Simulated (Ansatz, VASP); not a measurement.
# One calculation of Na2YMgC6N6, two programs

The input INCAR:

```
  PREC = Accurate
  ENCUT = 520
  EDIFF = 1E-6
  ISMEAR = 0
  SIGMA = 0.1
  LREAL = Auto
  LASPH = True
  NELM = 60
  ALGO = Normal
  ISIF = 2
  LWAVE = False
  LCHARG = True
  GGA = PE
  LELF = True
  LVHAR = True
  NBANDS = 54
```

KPOINTS

```
Automatic mesh
0
Gamma
  4 4 4
```

The input POSCAR:

```
Na2YMgC6N6
1.0
    0.0000000000      5.3600000000      5.3600000000
    5.3600000000      0.0000000000      5.3600000000
    5.3600000000      5.3600000000      0.0000000000
Na Y Mg C N
2 1 1 6 6
Direct
    0.2500000000      0.2500000000      0.2500000000
    0.7500000000      0.7500000000      0.7500000000
    0.5000000000      0.5000000000      0.5000000000
    0.0000000000      0.0000000000      0.0000000000
    0.8152985100      0.1847014900      0.1847014900
    0.1847014900      0.8152985100      0.1847014900
    0.1847014900      0.1847014900      0.8152985100
    0.1847014900      0.8152985100      0.8152985100
    0.8152985100      0.1847014900      0.8152985100
    0.8152985100      0.8152985100      0.1847014900
    0.7061567200      0.2938432800      0.2938432800
    0.2938432800      0.7061567200      0.2938432800
    0.2938432800      0.2938432800      0.7061567200
    0.2938432800      0.7061567200      0.7061567200
    0.7061567200      0.2938432800      0.7061567200
    0.7061567200      0.7061567200      0.2938432800
```

Input for Ansatz:

```yaml
crystal:
  lattice:
    - [0.0, 5.36, 5.36]
    - [5.36, 0.0, 5.36]
    - [5.36, 5.36, 0.0]
  atoms:
    - { symbol: Na, position: [0.25, 0.25, 0.25] }
    - { symbol: Na, position: [0.75, 0.75, 0.75] }
    - { symbol: "Y", position: [0.5, 0.5, 0.5] }
    - { symbol: Mg, position: [0.0, 0.0, 0.0] }
    - { symbol: C, position: [0.81529851, 0.18470149, 0.18470149] }
    - { symbol: C, position: [0.18470149, 0.81529851, 0.18470149] }
    - { symbol: C, position: [0.18470149, 0.18470149, 0.81529851] }
    - { symbol: C, position: [0.18470149, 0.81529851, 0.81529851] }
    - { symbol: C, position: [0.81529851, 0.18470149, 0.81529851] }
    - { symbol: C, position: [0.81529851, 0.81529851, 0.18470149] }
    - { symbol: "N", position: [0.70615672, 0.29384328, 0.29384328] }
    - { symbol: "N", position: [0.29384328, 0.70615672, 0.29384328] }
    - { symbol: "N", position: [0.29384328, 0.29384328, 0.70615672] }
    - { symbol: "N", position: [0.29384328, 0.70615672, 0.70615672] }
    - { symbol: "N", position: [0.70615672, 0.29384328, 0.70615672] }
    - { symbol: "N", position: [0.70615672, 0.70615672, 0.29384328] }
basis:
  ecutwfc: 420
kpoints:
  mp_grid: { grid: [4, 4, 4] }
hamiltonian:
  xc: pbe
scf:
  occupations: { method: gaussian, width: 0.1 }
  lower_state_search: "off"
output:
  forces: true
  stress: true
  eigenvalues: true
```

Alike in both runs: task single point; functional PBE; k mesh 4 × 4 × 4; occupations gaussian, width 0.1 eV; no spin polarisation.

|  | VASP | Ansatz |
| --- | --- | --- |
| version | VASP 6.6.1 | Ansatz 0.2.0 |
| potentials or method | VASP PAW PBE potentials, release 64 (Na_pv, Y_sv, Mg, C, N), cutoff 520 eV | scalar-relativistic, plane waves, PAW |
| valence electrons in the cell | 81 | 93 |

```tsv
	VASP	Ansatz	Ansatz less VASP
gap on the k mesh at the Fermi level (eV)	none	none	-
pressure (GPa)	11.8	11.4	-0.38
rms of the force components (eV/Å)	0.338	0.481	+0.1434
```

Atom by atom the forces differ by 0.201 eV/Å (rms over components). A gap of «none» marks a metal or a gap that the smearing closes. With one functional, cell and mesh, what is left measures potentials, basis and numerics. VASP's potentials hold 81 valence electrons a cell and Ansatz's 93, so a difference there can come from the potentials and not from the codes.

Noted on VASP's run: the standard files for N, O and F lose accuracy on very short bonds.
